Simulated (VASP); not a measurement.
Set up this calculation in VASP 6.6.1, as the native input.

```yaml
Task: single point
Functional: PBE
Potentials_or_basis: VASP PAW PBE potentials, release 64 (Sn_d, Se)
Cutoff: 520 eV
k_mesh: 14 × 14 × 14
Occupations: fermi-dirac, width 0.08 eV
Spin: no spin polarisation
Dipole_correction: no
Further_INCAR_settings: ALGO = Normal; EDIFF = 1e-07; NBANDS = 17
```

The structure of SnSe (CsCl type) lies in POSCAR:

```
SnSe
1.0
    3.5269609668      0.0000000000      0.0000000000
    0.0000000000      3.5269609668      0.0000000000
    0.0000000000      0.0000000000      3.5269609668
Sn Se
1 1
Direct
    0.0000000000      0.0000000000      0.0000000000
    0.5000000000      0.5000000000      0.5000000000
```

These files were run (other wordings do the same):

INCAR

```
PREC     = Accurate       # precision mode
ENCUT    = 520            # plane-wave cutoff, eV
EDIFF    = 1E-7           # SCF threshold, eV
ISMEAR   = -1             # smearing method
SIGMA    = 0.08           # smearing width, eV
LREAL    = F              # projectors in reciprocal space
LASPH    = T              # aspherical terms in the spheres
NELM     = 100            # most SCF steps
ALGO     = Normal         # electronic algorithm
ISIF     = 2              # what is computed and relaxed
LWAVE    = F              # write WAVECAR
LCHARG   = F              # write CHGCAR
GGA      = PE             # functional
NBANDS   = 17             # bands
```

KPOINTS

```
regular mesh
0
Gamma
  14 14 14
```

Potentials or basis: VASP PAW PBE potentials, release 64 (Sn_d, Se).

Command:

```bash
$ cat potpaw_PBE.64/Sn_d/POTCAR potpaw_PBE.64/Se/POTCAR > POTCAR
$ mpirun -np 1 vasp_std > vasp.out
```

Results of the run:

```json
{
 "Pressure": "8.0 GPa",
 "Band gap on the k mesh": "zero (bands 10 and 11 overlap by 2.02 eV)"
}
```

Caveat: the cell stands under pressure; spin-orbit coupling is left out, which moves the levels of the heavy elements.

Run time: 31 s on 1 thread of AMD EPYC 9R45 96-Core Processor (Zen 5), on a shared host, peak memory 0.19 GiB.
